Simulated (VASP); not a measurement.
# TaSi2 (P6_222) in VASP: single point with PBE

Aim: the single point of TaSi2 with PBE.

Everything below comes from runs of VASP 6.6.1. Logs are shortened: lines on timing, memory, paths and dates and some standing lists are left out, and cuts for length are marked.

**1. The cell of the first run**

The structure is hexagonal, space group P6_222 (No. 180). The conventional cell has a = 4.780 Å, b = 4.780 Å, c = 6.564 Å, α = 90.00°, β = 90.00°, γ = 120.00°. Within 3.4 Å of Ta (site symmetry 222) lie 10 Si at 2.59 to 2.76 Å and 4 Ta at 3.24 Å. Within 3.4 Å of Si (site symmetry 2) lie 9 Si at 2.59 to 3.24 Å and 5 Ta at 2.59 to 2.76 Å.

**2. Single point, PBE**

File INCAR:

```
ALGO = Normal
EDIFF = 1E-6
ENCUT = 520
GGA = PE
ISIF = 2
ISMEAR = -1
LASPH = T
LCHARG = F
LREAL = F
LWAVE = F
NBANDS = 38
NELM = 100
PREC = Accurate
SIGMA = 0.1
```

File KPOINTS:

```
k-points
0
Gamma
  5 5 3
```

File POSCAR:

```
TaSi2
1.0
    4.7800000000      0.0000000000      0.0000000000
   -2.3900000000      4.1396010000      0.0000000000
    0.0000000000      0.0000000000      6.5640000000
Ta Si
3 6
Direct
    0.5000000000      0.0000000000      0.5000000000
    0.5000000000      0.5000000000      0.8333333333
    0.0000000000      0.5000000000      0.1666666667
    0.1666666667      0.3333000000      0.5000000000
    0.8333333333      0.1666666667      0.8333333333
    0.6667000000      0.8333333333      0.1666666667
    0.8333333333      0.6667000000      0.5000000000
    0.1666666667      0.8333333333      0.8333333333
    0.3333000000      0.1666666667      0.1666666667
```

Potentials or basis: VASP PAW PBE potentials, release 64 (Ta_pv, Si).

Command:

```sh
$ cat potpaw_PBE.64/Ta_pv/POTCAR potpaw_PBE.64/Si/POTCAR > POTCAR
$ mpirun -np 1 vasp_std > vasp.out
```

OUTCAR:

```text
EDIFF = 1E-6
   ENCUT = 520
   GGA = PE
   ISIF = 2
   ISMEAR = -1
   LASPH = T
   LREAL = F
   NELM = 100
   PREC = Accurate

 ion  position               nearest neighbor table
   1  0.500  0.000  0.500-   5 2.59   8 2.59   6 2.59   9 2.59   4 2.76   7 2.76   4 2.76   7 2.76
                             4 2.76   7 2.76   2 3.24   2 3.24   3 3.24   3 3.24
   2  0.500  0.500  0.833-   6 2.59   9 2.59   7 2.59   4 2.59   5 2.76   8 2.76   5 2.76   8 2.76
                             8 2.76   5 2.76   1 3.24   1 3.24   3 3.24   3 3.24
   3  0.000  0.500  0.167-   5 2.59   8 2.59   7 2.59   4 2.59   6 2.76   9 2.76   9 2.76   6 2.76
                             6 2.76   9 2.76   1 3.24   1 3.24   2 3.24   2 3.24
   4  0.167  0.333  0.500-   9 2.59   2 2.59   5 2.59   3 2.59   7 2.76   1 2.76   1 2.76   7 2.76
                             1 2.76   7 2.76
   5  0.833  0.167  0.833-   3 2.59   6 2.59   1 2.59   4 2.59   8 2.76   2 2.76   2 2.76   8 2.76
                             2 2.76   8 2.76
   6  0.667  0.833  0.167-   7 2.59   2 2.59   5 2.59   1 2.59   9 2.76   3 2.76   3 2.76   9 2.76
                             3 2.76   9 2.76
   7  0.833  0.667  0.500-   6 2.59   2 2.59   8 2.59   3 2.59   4 2.76   1 2.76   1 2.76   4 2.76
                             1 2.76   4 2.76
   8  0.167  0.833  0.833-   3 2.59   9 2.59   1 2.59   7 2.59   5 2.76   2 2.76   5 2.76   2 2.76
                             2 2.76   5 2.76
   9  0.333  0.167  0.167-   4 2.59   2 2.59   8 2.59   1 2.59   6 2.76   3 2.76   3 2.76   6 2.76
                             3 2.76   6 2.76

  LATTYP: Found a hexagonal cell.
 ALAT       =     4.7800000000
 C/A-ratio  =     1.3732217573

  Lattice vectors:

 A1 = (   4.7800000000,   0.0000000000,   0.0000000000)
 A2 = (  -2.3900000000,   4.1396010000,   0.0000000000)
 A3 = (   0.0000000000,   0.0000000000,   6.5640000000)

Analysis of symmetry for initial positions (statically):
=====================================================================
 Subroutine PRICEL returns:
 Original cell was already a primitive cell.

 Routine SETGRP: Setting up the symmetry group for a
 hexagonal supercell.

 Subroutine GETGRP returns: Found  4 space group operations
 (whereof  2 operations were pure point group operations)
 out of a pool of 24 trial point group operations.

The static configuration has the point symmetry C_2 .
 The point group associated with its full space group is D_2 .

Analysis of symmetry for dynamics (positions and initial velocities):
=====================================================================
 Subroutine PRICEL returns:
 Original cell was already a primitive cell.

 Routine SETGRP: Setting up the symmetry group for a
 hexagonal supercell.

 Subroutine GETGRP returns: Found  4 space group operations
 (whereof  2 operations were pure point group operations)
 out of a pool of 24 trial point group operations.

The dynamic configuration has the point symmetry C_2 .
 The point group associated with its full space group is D_2 .

 Subroutine INISYM returns: Found  4 space group operations
 (whereof  2 operations are pure point group operations),
 and found     1 'primitive' translations

----------------------------------------------------------------------------------------

                                     Primitive cell

  volume of cell :     129.8838

  direct lattice vectors                    reciprocal lattice vectors
     4.780000000  0.000000000  0.000000000     0.209205021  0.120784588  0.000000000
    -2.390000000  4.139601000  0.000000000     0.000000000  0.241569175  0.000000000
     0.000000000  0.000000000  6.564000000     0.000000000  0.000000000  0.152346130

  length of vectors
     4.780000000  4.779999628  6.564000000     0.241569157  0.241569175  0.152346130

  position of ions in fractional coordinates (direct lattice)
     0.500000000  0.000000000  0.500000000
     0.500000000  0.500000000  0.833333333
     1.000000000  0.500000000  0.166666667
     0.166666667  0.333300000  0.500000000
     0.833333333  0.166666667  0.833333333
     0.666700000  0.833333333  0.166666667
     0.833333333  0.666700000  0.500000000
     0.166666667  0.833333333  0.833333333
     0.333300000  0.166666667  0.166666667

  ion indices of the primitive-cell ions
   primitive index   ion index
                 1           1
                 2           2
                 3           3
                 4           4
                 5           5
                 6           6
                 7           7
                 8           8
                 9           9

----------------------------------------------------------------------------------------

 KPOINTS: k-points

Automatic generation of k-mesh.
 Grid dimensions read from file:
 generate k-points for:    5    5    3

 Generating k-lattice:

  Cartesian coordinates                     Fractional coordinates (reciprocal lattice)
     0.041841004  0.024156918  0.000000000     0.200000000 -0.000000000  0.000000000
     0.000000000  0.048313835  0.000000000     0.000000000  0.200000000  0.000000000
     0.000000000  0.000000000  0.050782043     0.000000000  0.000000000  0.333333333

  Length of vectors
     0.048313831  0.048313835  0.050782043

  Shift w.r.t. Gamma in fractional coordinates (k-lattice)
     0.000000000  0.000000000  0.000000000

 Subroutine IBZKPT returns following result:
 ===========================================

 Found     18 irreducible k-points:

 Following reciprocal coordinates:
            Coordinates               Weight
  0.000000  0.000000  0.000000      1.000000
  0.200000  0.000000  0.000000      4.000000
 -0.200000  0.200000  0.000000      2.000000
  0.400000  0.000000  0.000000      4.000000
 -0.400000  0.400000  0.000000      2.000000
  0.200000  0.200000  0.000000      2.000000
[... 10 lines left out ...]
  0.400000  0.200000  0.333333      8.000000
  0.400000  0.400000  0.333333      4.000000
   k-points           NKPTS =     18   k-points in BZ     NKDIM =     18   number of bands    NBANDS=     38
   number of dos      NEDOS =    301   number of ions     NIONS =      9
   total plane-waves  NPLWV =  64800
   dimension x,y,z NGX =    36 NGY =   36 NGZ =   50
   dimension x,y,z NGXF=    72 NGYF=   72 NGZF=  100
   ions per type =               3   6
   NGX,Y,Z   is equivalent  to a cutoff of  12.52, 12.52, 12.66 a.u.
   NGXF,Y,Z  is equivalent  to a cutoff of  25.04, 25.04, 25.33 a.u.
 SYSTEM =  unknown system
   PREC   = accura    normal or accurate (medium, high low for compatibility)
   ISTART =      0    job   : 0-new  1-cont  2-samecut
   ICHARG =      2    charge: 1-file 2-atom 10-const
   ISPIN  =      1    spin polarized calculation?
   LNONCOLLINEAR =      F non collinear calculations
   LSORBIT =      F    spin-orbit coupling
   LASPH  =      T    aspherical Exc in radial PAW
   ENCUT  =  520.0 eV  38.22 Ry    6.18 a.u.   8.89  8.89 12.20*2*pi/ulx,y,z
   NELM   =    100;   NELMIN=  2; NELMDL= -5     # of ELM steps
   EDIFF  = 0.1E-05   stopping-criterion for ELM
   LREAL  =      F    real-space projection
   EDIFFG = 0.1E-04   stopping-criterion for IOM
   NSW    =      0    number of steps for IOM
   IBRION =     -1    ionic relax: 0-MD 1-quasi-New 2-CG
   NFREE  =      0    steps in history (QN), initial steepest desc. (CG)
   ISIF   =      2    stress and relaxation
   ISYM   =      2    0-nonsym 1-usesym 2-fastsym
   POTIM  = 0.5000    time-step for ionic-motion
   TEBEG  =    0.0;   TEEND  =   0.0 temperature during run
   PSTRESS=    0.0 pullay stress
   NELECT =      57.0000    total number of electrons
   NUPDOWN=      -1.0000    fix difference up-down
   EMIN   =  10.00;   EMAX   =-10.00  energy-range for DOS
   EFERMI =   0.00;   METHOD = LEGACY
   ISMEAR =    -1;   SIGMA  =   0.10  broadening in eV -4-tet -1-fermi 0-gaus
   EFERMI_NEDOS =   21; number of points for ismear=-14 and -15
   IALGO  =     38    algorithm
   IMIX   =      4    mixing-type and parameters
     AMIX     =   0.40;   BMIX     =  1.00
     AMIX_MAG =   1.60;   BMIX_MAG =  1.00
  volume/ion in A,a.u.               =      14.43        97.39
  Fermi-wavevector in a.u.,A,eV,Ry     =   1.244079  2.350969 21.058197  1.547734
  Thomas-Fermi vector in A             =   2.378362
   LORBIT       =      0    0 simple, 1 ext, 2 COOP (PROOUT), +10 PAW based schemes
   GGA     = PE    functional components
   LHFCALC =     F    Hartree Fock is set to
   AEXX    =    0.0000 exact exchange contribution
   IVDW    =     0    specifies the selected vdW correction
   LEPSILON=     F    determine dielectric tensor
   LRPA    =     F    only Hartree local field effects (RPA)
 non-spin polarized calculation
  energy-cutoff  :      520.00
  volume of cell :      129.88
 maximum number of plane-waves:      3523
   NGX = 17   NGY = 17   NGZ = 25

 number of electron      57.0000001 magnetization

 Free energy of the ion-electron system (eV)
  ---------------------------------------------------
  ext. energy  EPLUGINS =         0.00000000
  ---------------------------------------------------
  free energy    TOTEN  =       -72.09992424 eV

  energy without entropy =      -71.96317577  energy(sigma->0) =      -72.03155001

 E-fermi :   9.3671     XC(G=0): -12.0874

 val. band max:        9.2580000844   @ k =   0.4000   0.0000   0.0000
 cond. band min:       9.3831977130   @ k =  -0.2000   0.2000   0.3333
 fundamental gap:      0.1251976286
 Fermi energy:         9.3670987335

 k-point     1 :       0.0000    0.0000    0.0000
  band No.  band energies     occupation
      1     -24.9760      2.00000
      2     -24.9760      2.00000
      3     -24.9691      2.00000
      4     -24.8697      2.00000
      5     -24.8696      2.00000
      6     -24.8109      2.00000
[... 30 lines left out ...]
     37      13.4004      0.00000
     38      13.5305      0.00000
[... 695 lines left out ...]
     37      12.6928      0.00000
     38      12.9305      0.00000

------------------------ aborting loop because EDIFF is reached ----------------------------------------

  FORCE on cell =-STRESS in cart. coord.  units (eV):
  Direction    XX          YY          ZZ          XY          YZ          ZX
  --------------------------------------------------------------------------------------
  -------------------------------------------------------------------------------------
  Total        2.4516459      2.4512973      4.2133826     -0.0003015      0.0000000      0.0000000
  in kB       30.2421995     30.2378992     51.9740467     -0.0037187      0.0000000      0.0000000
  external PRESSURE =      37.4847152 kB  Pullay stress =       0.0000000 kB

 VOLUME and BASIS-vectors are now :
 -----------------------------------------------------------------------------
  energy-cutoff  :      520.00
  volume of cell :      129.88
      direct lattice vectors                 reciprocal lattice vectors
     4.780000000  0.000000000  0.000000000     0.209205021  0.120784588  0.000000000
    -2.390000000  4.139601000  0.000000000     0.000000000  0.241569175  0.000000000
     0.000000000  0.000000000  6.564000000     0.000000000  0.000000000  0.152346130

 POSITION                                       TOTAL-FORCE (eV/Angst)
 -----------------------------------------------------------------------------------
      2.39000      0.00000      3.28200         0.000000      0.000000     -0.000824
      1.19500      2.06980      5.47000         0.000000      0.000000      0.000000
     -1.19500      2.06980      1.09400         0.000000      0.000000      0.000824
      0.00008      1.37973      3.28200        -0.001005     -0.766327     -0.000077
      3.58500      0.68993      5.47000         0.664476     -0.383635      0.000000
      1.19516      3.44967      1.09400         0.663156      0.384034      0.000077
      2.38992      2.75987      3.28200         0.001005      0.766327     -0.000077
     -1.19500      3.44967      5.47000        -0.664476      0.383635      0.000000
      1.19484      0.68993      1.09400        -0.663156     -0.384034      0.000077
 -----------------------------------------------------------------------------------
    total drift:                                0.000000      0.000000      0.000000

  FREE ENERGIE OF THE ION-ELECTRON SYSTEM (eV)
  ---------------------------------------------------
  free  energy   TOTEN  =       -72.0999242441 eV

  energy  without entropy=      -71.9631757688  energy(sigma->0) =      -72.03155001
```

Run time: 2.7 min. Hardware: 1 thread of AMD EPYC 7R43 (Zen 3), shared host; peak memory 0.23 GiB.

What came out:

```yaml
Free_energy: -72.0999 eV
Pressure: 3.7 GPa
Largest_force: 0.767 eV/Å
```

Forces on the atoms (eV/Å):
```
Ta   0.000  0.000 -0.001
Ta   0.000  0.000  0.000
Ta   0.000  0.000  0.001
Si  -0.001 -0.766  0.000
Si   0.664 -0.384  0.000
Si   0.663  0.384  0.000
Si   0.001  0.766  0.000
Si  -0.664  0.384  0.000
Si  -0.663 -0.384  0.000
```

Levels at points of the mesh, in eV from the Fermi level:
| k point | band 26 | band 27 | band 28 | band 29 | band 30 | band 31 | band 32 | band 33 |
| --- | --- | --- | --- | --- | --- | --- | --- | --- |
| (0.00, 0.00, 0.00) | -2.24 | -2.24 | -2.22 | -1.76 | 0.59 | 3.16 | 3.16 | 3.47 |

Caveat: spin-orbit coupling is left out, which moves the levels of the heavy elements.
